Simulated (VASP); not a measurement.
# In6Sb6 in VASP: single point with PBE

Aim: the single point of In6Sb6 with PBE.

Everything below comes from runs of VASP 6.6.1. Logs are shortened: lines on timing, memory, paths and dates and some standing lists are left out, and cuts for length are marked.

## 1. The cell of the first run

The cell holds a cluster in a box, 12 atoms: a = 16.800 Å, b = 15.400 Å, c = 15.700 Å, α = 90.00°, β = 90.00°, γ = 90.00°.

## 2. Single point, PBE, collinear spin, ferromagnetic start

File INCAR:

```
SYSTEM = InSb
ALGO     = Normal         ! electronic algorithm
EDIFF    = 1E-6           ! SCF threshold, eV
ENCUT    = 520            ! plane-wave cutoff, eV
GGA      = PE             ! functional
ISIF     = 2              ! what is computed and relaxed
ISMEAR   = 0              ! smearing method
ISPIN    = 2              ! spin polarisation
LASPH    = .TRUE.         ! aspherical terms in the spheres
LCHARG   = .TRUE.         ! write CHGCAR
LELF     = .TRUE.         ! ELF
LORBIT   = 11             ! projections on sites
LREAL    = .FALSE.        ! projectors in reciprocal space
LVHAR    = .TRUE.       
LWAVE    = .FALSE.        ! write WAVECAR
MAGMOM   = 0.4 0.4 0.4 0.4 0.4 0.4 0.4 0.4 0.4 0.4 0.4 0.4 ! initial moments
NBANDS   = 70             ! bands
NELM     = 150            ! most SCF steps
PREC     = Accurate       ! precision mode
SIGMA    = 0.05           ! smearing width, eV
```

File KPOINTS:

```
k-points
0
G
  1 1 1
  0 0 0
```

File POSCAR:

```
InSb
1.0
   16.8000000000      0.0000000000      0.0000000000
    0.0000000000     15.4000000000      0.0000000000
    0.0000000000      0.0000000000     15.7000000000
In Sb
6 6
Direct
    0.4144040285      0.4650582168      0.3816299604
    0.4630542492      0.4454311138      0.5696808606
    0.5356529598      0.6610171884      0.6141164731
    0.2766922696      0.4960654356      0.5570647290
    0.6516544525      0.4925056355      0.6059230118
    0.5944250444      0.5712931232      0.4203751799
    0.4647056918      0.6432645575      0.3307796311
    0.5246597612      0.5321663801      0.7447193912
    0.5897866071      0.3849019401      0.4660093716
    0.4037616831      0.6340118379      0.5005630167
    0.6908315793      0.6649781144      0.5404481295
    0.3760817044      0.4453376796      0.7191856883
```

Potentials or basis: VASP PAW PBE potentials, release 64 (In_d, Sb).

Started as:

```sh
$ cat potpaw_PBE.64/In_d/POTCAR potpaw_PBE.64/Sb/POTCAR > POTCAR
$ mpirun -np 1 vasp_gam > vasp.out
```

OUTCAR:

```text
SYSTEM = InSb
   EDIFF = 1E-6
   ENCUT = 520
   GGA = PE
   ISIF = 2
   ISMEAR = 0
   ISPIN = 2
   LASPH = .TRUE.
   LORBIT = 11
   LREAL = .FALSE.
   NELM = 150
   PREC = Accurate

 ion  position               nearest neighbor table
   1  0.414  0.465  0.382-   7 2.98   2 3.08  10 3.21   9 3.46   6 3.49   4 3.63
   2  0.463  0.445  0.570-  12 2.76   9 2.84   1 3.08   8 3.23   4 3.23  10 3.26   5 3.30   3 3.61
                             6 3.76
   3  0.536  0.661  0.614-  11 2.85   8 2.86  10 2.87   5 3.25   6 3.48   2 3.61
   4  0.277  0.496  0.557-  10 3.14  12 3.14   2 3.23   1 3.63
   5  0.652  0.493  0.606-  11 2.92   9 2.94   8 3.11   3 3.25   6 3.30   2 3.30
   6  0.594  0.571  0.420-   7 2.82  11 2.87   9 2.96   5 3.30   3 3.48   1 3.49  10 3.57   2 3.76

   7  0.465  0.643  0.331-   6 2.82  10 2.86   1 2.98
   8  0.525  0.532  0.745-   3 2.86  12 2.86   5 3.11   2 3.23
   9  0.590  0.385  0.466-   2 2.84   5 2.94   6 2.96   1 3.46
  10  0.404  0.634  0.501-   7 2.86   3 2.87   4 3.14   1 3.21   2 3.26   6 3.57
  11  0.691  0.665  0.540-   3 2.85   6 2.87   5 2.92
  12  0.376  0.445  0.719-   2 2.76   8 2.86   4 3.14

  LATTYP: Found a simple orthorhombic cell.
 ALAT       =    15.4000000000
 B/A-ratio  =     1.0194805195
 C/A-ratio  =     1.0909090909

  Lattice vectors:

 A1 = (   0.0000000000,  15.4000000000,   0.0000000000)
 A2 = (   0.0000000000,   0.0000000000,  15.7000000000)
 A3 = (  16.8000000000,   0.0000000000,   0.0000000000)

Analysis of symmetry for initial positions (statically):
=====================================================================
 Subroutine PRICEL returns:
 Original cell was already a primitive cell.

 Routine SETGRP: Setting up the symmetry group for a
 simple orthorhombic supercell.

 Subroutine GETGRP returns: Found  1 space group operations
 (whereof  1 operations were pure point group operations)
 out of a pool of  8 trial point group operations.

The static configuration has the point symmetry C_1 .

Analysis of symmetry for dynamics (positions and initial velocities):
=====================================================================
 Subroutine PRICEL returns:
 Original cell was already a primitive cell.

 Routine SETGRP: Setting up the symmetry group for a
 simple orthorhombic supercell.

 Subroutine GETGRP returns: Found  1 space group operations
 (whereof  1 operations were pure point group operations)
 out of a pool of  8 trial point group operations.

The dynamic configuration has the point symmetry C_1 .

Analysis of structural, dynamic, and magnetic symmetry:
=====================================================================
 Subroutine PRICEL returns:
 Original cell was already a primitive cell.

 Routine SETGRP: Setting up the symmetry group for a
 simple orthorhombic supercell.

 Subroutine GETGRP returns: Found  1 space group operations
 (whereof  1 operations were pure point group operations)
 out of a pool of  8 trial point group operations.

The overall configuration has the point symmetry C_1 .

 Subroutine INISYM returns: Found  1 space group operations
 (whereof  1 operations are pure point group operations),
 and found     1 'primitive' translations

----------------------------------------------------------------------------------------

                                     Primitive cell

  volume of cell :    4061.9040

  direct lattice vectors                    reciprocal lattice vectors
    16.800000000  0.000000000  0.000000000     0.059523810  0.000000000  0.000000000
     0.000000000 15.400000000  0.000000000     0.000000000  0.064935065  0.000000000
     0.000000000  0.000000000 15.700000000     0.000000000  0.000000000  0.063694268

  length of vectors
    16.800000000 15.400000000 15.700000000     0.059523810  0.064935065  0.063694268

  position of ions in fractional coordinates (direct lattice)
     0.414404029  0.465058217  0.381629960
     0.463054249  0.445431114  0.569680861
     0.535652960  0.661017188  0.614116473
[... 68 lines left out ...]
   LSORBIT =      F    spin-orbit coupling
   LASPH  =      T    aspherical Exc in radial PAW
   ENCUT  =  520.0 eV  38.22 Ry    6.18 a.u.  31.24 28.63 29.19*2*pi/ulx,y,z
   NELM   =    150;   NELMIN=  2; NELMDL= -5     # of ELM steps
   EDIFF  = 0.1E-05   stopping-criterion for ELM
   LREAL  =      F    real-space projection
   EDIFFG = 0.1E-04   stopping-criterion for IOM
   NSW    =      0    number of steps for IOM
   IBRION =     -1    ionic relax: 0-MD 1-quasi-New 2-CG
   NFREE  =      0    steps in history (QN), initial steepest desc. (CG)
   ISIF   =      2    stress and relaxation
   ISYM   =      2    0-nonsym 1-usesym 2-fastsym
   POTIM  = 0.5000    time-step for ionic-motion
   TEBEG  =    0.0;   TEEND  =   0.0 temperature during run
   PSTRESS=    0.0 pullay stress
   NELECT =     108.0000    total number of electrons
   NUPDOWN=      -1.0000    fix difference up-down
   EMIN   =  10.00;   EMAX   =-10.00  energy-range for DOS
   EFERMI =   0.00;   METHOD = LEGACY
   ISMEAR =     0;   SIGMA  =   0.05  broadening in eV -4-tet -1-fermi 0-gaus
   EFERMI_NEDOS =   21; number of points for ismear=-14 and -15
   IALGO  =     38    algorithm
   IMIX   =      4    mixing-type and parameters
     AMIX     =   0.40;   BMIX     =  1.00
     AMIX_MAG =   1.60;   BMIX_MAG =  1.00
  volume/ion in A,a.u.               =     338.49      2284.26
  Fermi-wavevector in a.u.,A,eV,Ry     =   0.488622  0.923361  3.248409  0.238751
  Thomas-Fermi vector in A             =   1.490529
   LORBIT       =     11    0 simple, 1 ext, 2 COOP (PROOUT), +10 PAW based schemes
   GGA     = PE    functional components
   LHFCALC =     F    Hartree Fock is set to
   AEXX    =    0.0000 exact exchange contribution
   IVDW    =     0    specifies the selected vdW correction
   LEPSILON=     F    determine dielectric tensor
   LRPA    =     F    only Hartree local field effects (RPA)
 spin polarized calculation
 Gauss-broadening in eV      SIGMA  =   0.05
  energy-cutoff  :      520.00
  volume of cell :     4061.90
 maximum number of plane-waves:     54701
 NGX is ok and might be reduce to   126
   NGX = 63   NGY = 57   NGZ = 59

 number of electron     107.9999994 magnetization       0.0000620

 number of electron     107.9999994 magnetization      -0.0000272

 Free energy of the ion-electron system (eV)
  ---------------------------------------------------
  ext. energy  EPLUGINS =         0.00000000
  ---------------------------------------------------
  free energy    TOTEN  =       -36.49819033 eV

  energy without entropy =      -36.49819033  energy(sigma->0) =      -36.49819033

 E-fermi :  -3.4501     XC(G=0):  -1.4605

 val. band max:       -3.7014413673   @ k =   0.0000   0.0000   0.0000
 cond. band min:      -2.9750970794   @ k =   0.0000   0.0000   0.0000
 fundamental gap:      0.7263442880
 Fermi energy:        -3.4500672307

 spin component 1

 k-point     1 :       0.0000    0.0000    0.0000
  band No.  band energies     occupation
      1     -18.0088      1.00000
      2     -17.9949      1.00000
      3     -17.9830      1.00000
      4     -17.9682      1.00000
      5     -17.9376      1.00000
      6     -17.9258      1.00000
[... 58 lines left out ...]
     65      -0.4020      0.00000
     66      -0.2939      0.00000
 Fermi energy:        -3.4500672307

 spin component 2

 k-point     1 :       0.0000    0.0000    0.0000
  band No.  band energies     occupation
      1     -18.0088      1.00000
      2     -17.9949      1.00000
      3     -17.9830      1.00000
      4     -17.9682      1.00000
      5     -17.9376      1.00000
      6     -17.9258      1.00000
[... 58 lines left out ...]
     65      -0.4021      0.00000
     66      -0.2939      0.00000
 [bands above 66 left out]

------------------------ aborting loop because EDIFF is reached ----------------------------------------

  FORCE on cell =-STRESS in cart. coord.  units (eV):
  Direction    XX          YY          ZZ          XY          YZ          ZX
  --------------------------------------------------------------------------------------
  -------------------------------------------------------------------------------------
  Total        0.0463183      0.0532024      0.0863433      0.0003822     -0.0055439      0.0392116
  in kB        0.0182698      0.0209851      0.0340573      0.0001508     -0.0021867      0.0154666
  external PRESSURE =       0.0244374 kB  Pullay stress =       0.0000000 kB

 VOLUME and BASIS-vectors are now :
 -----------------------------------------------------------------------------
  energy-cutoff  :      520.00
  volume of cell :     4061.90
      direct lattice vectors                 reciprocal lattice vectors
    16.800000000  0.000000000  0.000000000     0.059523810  0.000000000  0.000000000
     0.000000000 15.400000000  0.000000000     0.000000000  0.064935065  0.000000000
     0.000000000  0.000000000 15.700000000     0.000000000  0.000000000  0.063694268

 POSITION                                       TOTAL-FORCE (eV/Angst)
 -----------------------------------------------------------------------------------
      6.96199      7.16190      5.99159         0.018387     -0.010101     -0.000303
      7.77931      6.85964      8.94399         0.008642     -0.002195     -0.006895
      8.99897     10.17966      9.64163         0.001086      0.002730      0.004433
      4.64843      7.63941      8.74592        -0.013200      0.022688     -0.022394
     10.94779      7.58459      9.51299         0.002805      0.000170      0.008140
      9.98634      8.79791      6.59989         0.005892      0.002081      0.011476
      7.80706      9.90627      5.19324         0.001486      0.012417     -0.036687
      8.81428      8.19536     11.69209         0.019482      0.011176      0.007823
      9.90841      5.92749      7.31635        -0.017533     -0.024124     -0.006996
      6.78320      9.76378      7.85884        -0.035786     -0.007582      0.028939
     11.60597     10.24066      8.48504         0.013477      0.014300     -0.006613
      6.31817      6.85820     11.29122        -0.004739     -0.021561      0.019077
 -----------------------------------------------------------------------------------
    total drift:                                0.002131     -0.000158      0.000310

  FREE ENERGIE OF THE ION-ELECTRON SYSTEM (eV)
  ---------------------------------------------------
  free  energy   TOTEN  =       -36.4981903302 eV

  energy  without entropy=      -36.4981903302  energy(sigma->0) =      -36.49819033

 total charge

# of ion       s       p       d       tot
------------------------------------------
    1        1.055   0.402   9.846  11.302
    2        0.908   0.640   9.860  11.408
    3        0.942   0.596   9.854  11.393
    4        1.113   0.327   9.840  11.281
    5        0.975   0.509   9.855  11.338
    6        0.932   0.587   9.856  11.375
    7        1.209   1.174   0.020   2.403
    8        1.201   1.169   0.021   2.391
    9        1.207   1.175   0.018   2.399
   10        1.184   1.204   0.023   2.410
   11        1.203   1.188   0.017   2.408
   12        1.207   1.175   0.019   2.401
--------------------------------------------------
tot         13.136  10.144  59.228  82.508

 magnetization (x)

# of ion       s       p       d       tot
------------------------------------------
    1       -0.000  -0.000   0.000  -0.000
    2       -0.000  -0.000  -0.000  -0.000
    3       -0.000  -0.000  -0.000  -0.000
    4       -0.000   0.000   0.000  -0.000
    5       -0.000   0.000   0.000  -0.000
    6       -0.000   0.000   0.000  -0.000
    7       -0.000  -0.000  -0.000  -0.000
    8       -0.000   0.000  -0.000   0.000
    9       -0.000   0.000  -0.000   0.000
   10        0.000   0.000  -0.000   0.000
   11       -0.000   0.000  -0.000   0.000
   12       -0.000  -0.000  -0.000  -0.000
--------------------------------------------------
tot         -0.000  -0.000  -0.000  -0.000
```

Run time: 23 min. Hardware: 1 thread of AMD EPYC 7R13 (Zen 3), shared host; peak memory 4 GiB.

What came out:

| Item | Value |
| --- | --- |
| Free energy | -36.4982 eV |
| Largest force | 0.047 eV/Å |
| Gap between the frontier levels | 0.73 eV |
| Net moment | 0.00 μB per cell |
| Valence electrons inside the program's atomic spheres | In 11.30, 11.41, 11.39, 11.28, 11.34, 11.38; Sb 2.40, 2.39, 2.41 |

Forces in eV/Å, atoms in the order of the input:
```
In   0.018 -0.010  0.000
In   0.009 -0.002 -0.007
In   0.001  0.003  0.004
In  -0.013  0.023 -0.022
In   0.003  0.000  0.008
In   0.006  0.002  0.011
Sb   0.001  0.012 -0.037
Sb   0.019  0.011  0.008
Sb  -0.018 -0.024 -0.007
Sb  -0.036 -0.008  0.029
Sb   0.013  0.014 -0.007
Sb  -0.005 -0.022  0.019
```

Caveat: spin-orbit coupling is left out, which moves the levels of the heavy elements.
